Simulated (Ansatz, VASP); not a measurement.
## BeSe3 in VASP and in Ansatz

```
Be Se
1.0
     5.22585    0.00223    0.38366
     0.00249    5.21473   -0.06454
     0.57625   -0.10057    7.46946
Be Se
2 6
Direct
  0.00135 0.99518 0.00031
  0.49985 0.49559 0.99984
  0.30237 0.75537 0.82962
  0.77487 0.22698 0.83028
  0.19850 0.26851 0.16970
  0.72517 0.74027 0.16961
  0.43117 0.02205 0.35717
  0.06673 0.49606 0.64346
```

Change from the starting cell: cell x1, atoms moved at random (sigma 0.05 Å) and cell strained at random (1.5 %), then relaxed without symmetry.

Alike in both runs: functional PBE; k mesh 4 × 4 × 2; occupations gaussian, width 0.1 eV; no spin polarisation.

Ansatz relaxed the structure, and its values are those at the end. VASP's run is a single point on that final structure, the one shown.

```csv
,VASP,Ansatz
version,VASP 6.6.1,Ansatz 0.2.0
potentials or method,"VASP PAW PBE potentials, release 64 (Be, Se), cutoff 520 eV","scalar-relativistic, plane waves, PAW"
valence electrons in the cell,40,100
```

```csv
,VASP,Ansatz,Ansatz less VASP
gap on the k mesh at the Fermi level (eV),0.66,0.66,+0.005
least direct gap on the mesh (eV),0.66,0.66,+0.005
pressure (GPa),0.1,0.0,-0.12
rms of the force components (eV/Å),0.013,0.007,-0.0063
```

The functional is the same, so the differences come from potentials, cutoffs and numerics. VASP's potentials hold 40 valence electrons a cell and Ansatz's 100, so a difference there can come from the potentials and not from the codes.

The k mesh is coarse, so the values compare programs but aren't converged.
